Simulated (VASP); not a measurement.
Crystal: CaHI.

```xyz
6
Lattice="4.0705 0.0000 0.0000 0.0000 4.0705 0.0000 0.0000 0.0000 8.9399" Properties=species:S:1:pos:R:3 pbc="T T T"
Ca    0.0000    2.0353    1.4304
Ca    2.0353    0.0000    7.5095
H     0.0000    0.0000    0.0000
H     2.0353    2.0353    0.0000
I     0.0000    2.0353    6.0344
I     2.0353    0.0000    2.9055
```

| Property | Result |
| --- | --- |
| Program | VASP 6.6.1 |
| Task | relaxation of cell and atoms |
| Functional | r2SCAN |
| Potentials or basis | VASP PAW PBE potentials, release 64 (Ca_sv, H, I) |
| Cutoff | 600 eV |
| k mesh | 5 × 5 × 2 |
| Occupations | fermi-dirac, width 0.005 eV |
| Spin | no spin polarisation |

At the start: pressure -1.3 GPa; volume 24.69 Å³/atom.

Question: Where does the relaxation end?

Answer: Over 12 steps the energy falls by 34.4 meV/atom and the volume is 24.53 Å³/atom (-0.6 %); space group P4/nmm (No. 129, to 0.1 Å) before and after.

Step by step:
| step | energy change (eV) | largest force (eV/Å) | pressure (GPa) | volume (Å³) |
| --- | --- | --- | --- | --- |
| 1 | 0.0000 | 0.9163 | -1.26 | 148.13 |
| 2 | -0.0947 | 0.6833 | -0.46 | 143.99 |
| 3 | -0.1514 | 0.2391 | 1.24 | 137.05 |
| 4 | -0.1522 | 0.2855 | 1.05 | 137.72 |
| 5 | -0.1759 | 0.1543 | 0.27 | 140.46 |
| 6 | -0.1782 | 0.2058 | -0.04 | 141.67 |
| 7 | -0.1841 | 0.1733 | -0.02 | 142.00 |
| 8 | -0.1967 | 0.0819 | 0.06 | 143.00 |
| 9 | -0.2018 | 0.0774 | 0.30 | 145.01 |
| 10 | -0.2028 | 0.0375 | 0.22 | 144.46 |
| 11 | -0.2062 | 0.0182 | -0.23 | 147.42 |
| 12 | -0.2062 | 0.0162 | -0.20 | 147.19 |

Final structure:
```cif
data_structure
_symmetry_space_group_name_H-M 'P 1'
_symmetry_Int_Tables_number 1
_cell_length_a 4.0451
_cell_length_b 4.0451
_cell_length_c 8.9955
_cell_angle_alpha 90.000
_cell_angle_beta 90.000
_cell_angle_gamma 90.000
_cell_volume 147.19
loop_
_atom_site_label
_atom_site_type_symbol
_atom_site_fract_x
_atom_site_fract_y
_atom_site_fract_z
_atom_site_occupancy
Ca1 Ca 0.00000 0.50000 0.13470 1
Ca2 Ca 0.50000 0.00000 0.86530 1
H1 H 0.00000 0.00000 0.00000 1
H2 H 0.50000 0.50000 0.00000 1
I1 I 0.00000 0.50000 0.68957 1
I2 I 0.50000 0.00000 0.31043 1
```

Caveat: the PAW data sets were made with another functional, which shifts forces and pressure a little.
